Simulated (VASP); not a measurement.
# CdS (P6_3mc) in VASP: notebook, part 2 of 2

VASP 6.6.1. The steps go on from the part before.

## Step 5: Single point, LDA (atoms moved along the polar distortion)

INCAR reads:

```
ALGO = Normal
EDIFF = 1E-7
ENCUT = 520
GGA = CA
ISIF = 2
ISMEAR = 0
LASPH = True
LCHARG = False
LREAL = False
LWAVE = False
NBANDS = 26
NELM = 60
PREC = Accurate
SIGMA = 0.01
```

KPOINTS reads:

```
k-points
0
Gamma
  9 9 4
```

POSCAR reads:

```
CdS
1.0
    4.1245340209      0.0000000000      0.0000000000
   -2.0622670104      3.5719512409      0.0000000000
    0.0000000000      0.0000000000      6.7092066446
Cd S
2 2
Direct
    0.3333333333      0.6666666667     -0.0275767479
    0.6666666667      0.3333333333      0.4724232521
    0.3333333333      0.6666666667      0.4045767479
    0.6666666667      0.3333333333      0.9045767479
```

The run is started by

```console
$ cat potpaw_LDA.64/Cd/POTCAR potpaw_LDA.64/S/POTCAR > POTCAR
$ mpirun -np 1 vasp_std > vasp.out
```

It took 1.8 min on 1 thread of Intel Xeon 8259CL, shared host; peak memory 0.23 GiB.

It converged, with:

| Item | Value |
| --- | --- |
| Free energy | -14.4319 eV |
| Pressure | 0.3 GPa |
| Largest force | 0.694 eV/Å |
| Band gap on the k mesh | 1.16 eV |

Forces on the atoms (eV/Å):
```
Cd   0.000  0.000  0.694
Cd   0.000  0.000  0.694
S    0.000  0.000 -0.694
S    0.000  0.000 -0.694
```

Stress tensor (GPa, compression positive):
```
 2.70  0.00  0.00
 0.00  2.70  0.00
 0.00  0.00 -4.54
```

Levels at points of the mesh, in eV from the valence-band top:
```csv
k point,band 14,band 15,band 16,band 17,band 18,band 19,band 20,band 21,band 22,band 23
"(0.00, 0.00, 0.00)",-0.53,-0.53,-0.15,0.00,0.00,1.16,2.12,6.28,6.28,7.14
"(0.00, 0.00, 0.50)",-2.18,-0.27,-0.27,-0.27,-0.27,2.45,2.45,5.96,5.96,6.54
```

Caveat: the cell differs from its parent crystal (atoms moved along the polar distortion); the stress differs along the axes, from -5 to 3 GPa.

## Step 6: Single point, LDA (atoms moved along the polar distortion)

INCAR reads:

```
ALGO = Normal ; EDIFF = 1E-7
ENCUT = 520 ; GGA = CA
ISIF = 2 ; ISMEAR = 0
LASPH = T ; LCHARG = F
LREAL = F ; LWAVE = F
NBANDS = 26 ; NELM = 60
PREC = Accurate ; SIGMA = 0.01
```

KPOINTS is that of step 5.

POSCAR reads:

```
CdS
1.0
    4.1245340209      0.0000000000      0.0000000000
   -2.0622670104      3.5719512409      0.0000000000
    0.0000000000      0.0000000000      6.7092066446
Cd S
2 2
Direct
    0.3333333333      0.6666666667     -0.0368285439
    0.6666666667      0.3333333333      0.4631714561
    0.3333333333      0.6666666667      0.4138285439
    0.6666666667      0.3333333333      0.9138285439
```

Potentials or basis: VASP PAW LDA potentials, release 64 (Cd, S).

The run is started by

```console
$ cat potpaw_LDA.64/Cd/POTCAR potpaw_LDA.64/S/POTCAR > POTCAR
$ mpirun -np 1 vasp_std > vasp.out
```

Wall time 1.7 min (1 thread of Intel Xeon 8259CL, shared host); peak memory 0.23 GiB.

Results (log left out):

| Quantity | Value |
| --- | --- |
| Free energy | -14.2681 eV |
| Pressure | 1.2 GPa |
| Largest force | 0.608 eV/Å |
| Band gap on the k mesh | 1.21 eV |

Forces in eV/Å, atoms in the order of the input:
```
Cd   0.000  0.000  0.608
Cd   0.000  0.000  0.608
S    0.000  0.000 -0.608
S    0.000  0.000 -0.608
```

Stress tensor (GPa, compression positive):
```
 3.93  0.00  0.00
 0.00  3.93  0.00
 0.00  0.00 -4.35
```

Levels at points of the mesh, in eV from the valence-band top:
```csv
k point,band 15,band 16,band 17,band 18,band 19,band 20,band 21,band 22
"(0.00, 0.00, 0.00)",-0.48,-0.22,0.00,0.00,1.21,2.01,6.27,6.27
"(0.00, 0.00, 0.50)",-0.24,-0.24,-0.24,-0.24,2.39,2.39,6.03,6.03
```

Caveat: the cell differs from its parent crystal (atoms moved along the polar distortion); the stress differs along the axes, from -4 to 4 GPa.

## Step 7: Single point, LDA (atoms moved along the polar distortion)

INCAR reads:

```
SYSTEM = CdS
  PREC = Accurate
  ENCUT = 520
  EDIFF = 1E-6
  ISMEAR = 0
  SIGMA = 0.01
  LREAL = .False.
  LASPH = .True.
  NELM = 100
  ALGO = Normal
  ISIF = 2
  LWAVE = .False.
  LCHARG = .False.
  NBANDS = 26
```

KPOINTS reads:

```
regular mesh
0
Gamma
  9 9 4
  0 0 0
```

POSCAR reads:

```
CdS
1.0
    4.1245340209      0.0000000000      0.0000000000
   -2.0622670104      3.5719512409      0.0000000000
    0.0000000000      0.0000000000      6.7092066446
Cd S
2 2
Direct
    0.3333333333      0.6666666667     -0.0460803400
    0.6666666667      0.3333333333      0.4539196600
    0.3333333333      0.6666666667      0.4230803400
    0.6666666667      0.3333333333      0.9230803400
```

Potentials or basis: VASP PAW LDA potentials, release 64 (Cd, S).

The run is started by

```console
$ cat potpaw_LDA.64/Cd/POTCAR potpaw_LDA.64/S/POTCAR > POTCAR
$ mpirun -np 1 vasp_std > vasp.out
```

OUTCAR:

```text
SYSTEM = CdS
   PREC = Accurate
   ENCUT = 520
   EDIFF = 1E-6
   ISMEAR = 0
   LREAL = .False.
   LASPH = .True.
   NELM = 100
   ISIF = 2

 ion  position               nearest neighbor table
   1  0.333  0.667  0.954-   4 2.39   4 2.39   4 2.39   3 3.15
   2  0.667  0.333  0.454-   3 2.39   3 2.39   3 2.39   4 3.15
   3  0.333  0.667  0.423-   2 2.39   2 2.39   2 2.39   1 3.15
   4  0.667  0.333  0.923-   1 2.39   1 2.39   1 2.39   2 3.15

  LATTYP: Found a hexagonal cell.
 ALAT       =     4.1245340209
 C/A-ratio  =     1.6266580929

  Lattice vectors:

 A1 = (   4.1245340209,   0.0000000000,   0.0000000000)
 A2 = (  -2.0622670104,   3.5719512409,   0.0000000000)
 A3 = (   0.0000000000,   0.0000000000,   6.7092066446)

Analysis of symmetry for initial positions (statically):
=====================================================================
 Subroutine PRICEL returns:
 Original cell was already a primitive cell.

 Routine SETGRP: Setting up the symmetry group for a
 hexagonal supercell.

 Subroutine GETGRP returns: Found 12 space group operations
 (whereof  6 operations were pure point group operations)
 out of a pool of 24 trial point group operations.

The static configuration has the point symmetry C_3v.
 The point group associated with its full space group is C_6v.

Analysis of symmetry for dynamics (positions and initial velocities):
=====================================================================
 Subroutine PRICEL returns:
 Original cell was already a primitive cell.

 Routine SETGRP: Setting up the symmetry group for a
 hexagonal supercell.

 Subroutine GETGRP returns: Found 12 space group operations
 (whereof  6 operations were pure point group operations)
 out of a pool of 24 trial point group operations.

The dynamic configuration has the point symmetry C_3v.
 The point group associated with its full space group is C_6v.

 Subroutine INISYM returns: Found 12 space group operations
 (whereof  6 operations are pure point group operations),
 and found     1 'primitive' translations
[... 119 lines left out ...]
     AMIX_MAG =   1.60;   BMIX_MAG =  1.00
  volume/ion in A,a.u.               =      24.71       166.76
  Fermi-wavevector in a.u.,A,eV,Ry     =   1.169118  2.209313 18.596956  1.366838
  Thomas-Fermi vector in A             =   2.305596
   LORBIT       =      0    0 simple, 1 ext, 2 COOP (PROOUT), +10 PAW based schemes
   GGA     = CA    functional components
   LHFCALC =     F    Hartree Fock is set to
   AEXX    =    0.0000 exact exchange contribution
   IVDW    =     0    specifies the selected vdW correction
   LEPSILON=     F    determine dielectric tensor
   LRPA    =     F    only Hartree local field effects (RPA)
 non-spin polarized calculation
 Gauss-broadening in eV      SIGMA  =   0.01
  energy-cutoff  :      520.00
  volume of cell :       98.84
 maximum number of plane-waves:      2695
 NGX is ok and might be reduce to    32
   NGX = 15   NGY = 15   NGZ = 25

 number of electron      35.9999999 magnetization

 Free energy of the ion-electron system (eV)
  ---------------------------------------------------
  ext. energy  EPLUGINS =         0.00000000
  ---------------------------------------------------
  free energy    TOTEN  =       -14.13792872 eV

  energy without entropy =      -14.13792872  energy(sigma->0) =      -14.13792872

 E-fermi :   1.1848     XC(G=0):  -9.5798

 val. band max:        1.1029712988   @ k =   0.0000   0.0000   0.0000
 cond. band min:       2.3404611061   @ k =   0.0000   0.0000   0.0000
 fundamental gap:      1.2374898073
 Fermi energy:         1.1848370880

 k-point     1 :       0.0000    0.0000    0.0000
  band No.  band energies     occupation
      1     -11.4392      2.00000
      2     -11.0755      2.00000
      3      -7.0272      2.00000
      4      -7.0272      2.00000
      5      -7.0270      2.00000
      6      -7.0270      2.00000
[... 685 lines left out ...]
     25      10.2725      0.00000
     26      10.2726      0.00000

 [... further k-points ...]

------------------------ aborting loop because EDIFF is reached ----------------------------------------

  FORCE on cell =-STRESS in cart. coord.  units (eV):
  Direction    XX          YY          ZZ          XY          YZ          ZX
  --------------------------------------------------------------------------------------
  -------------------------------------------------------------------------------------
  Total        2.9732872      2.9732872     -2.5537787      0.0000000      0.0000000      0.0000000
  in kB       48.1943206     48.1943206    -41.3944638      0.0000000      0.0000000      0.0000000
  external PRESSURE =      18.3313925 kB  Pullay stress =       0.0000000 kB

 VOLUME and BASIS-vectors are now :
 -----------------------------------------------------------------------------
  energy-cutoff  :      520.00
  volume of cell :       98.84
      direct lattice vectors                 reciprocal lattice vectors
     4.124534021  0.000000000  0.000000000     0.242451631  0.139979514  0.000000000
    -2.062267010  3.571951241  0.000000000     0.000000000  0.279959029  0.000000000
     0.000000000  0.000000000  6.709206645     0.000000000  0.000000000  0.149048919

 POSITION                                       TOTAL-FORCE (eV/Angst)
 -----------------------------------------------------------------------------------
     -0.00000      2.38130      6.40004        -0.000000     -0.000000      0.426967
      2.06227      1.19065      3.04544         0.000000      0.000000      0.426967
     -0.00000      2.38130      2.83853         0.000000      0.000000     -0.426967
      2.06227      1.19065      6.19314         0.000000      0.000000     -0.426967
 -----------------------------------------------------------------------------------
    total drift:                                0.000000      0.000000      0.000419

  FREE ENERGIE OF THE ION-ELECTRON SYSTEM (eV)
  ---------------------------------------------------
  free  energy   TOTEN  =       -14.1379287214 eV

  energy  without entropy=      -14.1379287214  energy(sigma->0) =      -14.13792872
```

stdout:

```text
POSCAR found type information on POSCAR CdS
 POSCAR found :  2 types and       4 ions
 scaLAPACK will be used
 LDA part: xc-table for (Slater(with rela. corr.)+CA(PZ))
 , standard interpolation
 POSCAR, INCAR and KPOINTS ok, starting setup
 FFT: planning ... GRIDC
 FFT: planning ... GRID_SOFT
 FFT: planning ... GRID
 WAVECAR not read
 entering main loop
```

Run time: 1.8 min. Hardware: 1 thread of Intel Xeon 8259CL, shared host; peak memory 0.22 GiB.

What came out:

```yaml
Free_energy: -14.1379 eV
Pressure: 1.8 GPa
Largest_force: 0.427 eV/Å
Band_gap_on_the_k_mesh: 1.24 eV
```

Forces on the atoms (eV/Å):
```
Cd   0.000  0.000  0.427
Cd   0.000  0.000  0.427
S    0.000  0.000 -0.427
S    0.000  0.000 -0.427
```

Stress tensor (GPa, compression positive):
```
 4.82  0.00  0.00
 0.00  4.82  0.00
 0.00  0.00 -4.14
```

Caveat: the cell differs from its parent crystal (atoms moved along the polar distortion); the stress differs along the axes, from -4 to 5 GPa.

## Step 8: Summary

| cell | gap on the mesh (eV) | pressure (GPa) | largest force (eV/Å) |
| --- | --- | --- | --- |
| as given, atomic positions A | 0.98 | -1.7 | - |
| as given, atomic positions B | 1.03 | -1.4 | 0.45 |
| as given, atomic positions C | 1.10 | -0.6 | 0.65 |
| as given, atomic positions D | 1.16 | 0.3 | 0.69 |
| as given, atomic positions E | 1.21 | 1.2 | 0.61 |
| as given, atomic positions F | 1.24 | 1.8 | 0.43 |

Alike in all rows: task single point; level LDA; potentials or basis VASP PAW LDA potentials, release 64 (Cd, S); no spin polarisation; k mesh 9 × 9 × 4; cutoff (eV) 520; smearing gaussian 0.01 eV.

Caveats: the stress differs along the axes, from -4 to 1 GPa (at least some runs); the stress differs along the axes, from -5 to 3 GPa (at least some runs); the stress differs along the axes, from -4 to 4 GPa (at least some runs); the stress differs along the axes, from -4 to 5 GPa (at least some runs).

Absolute energies hang on the potentials; compare differences alone.
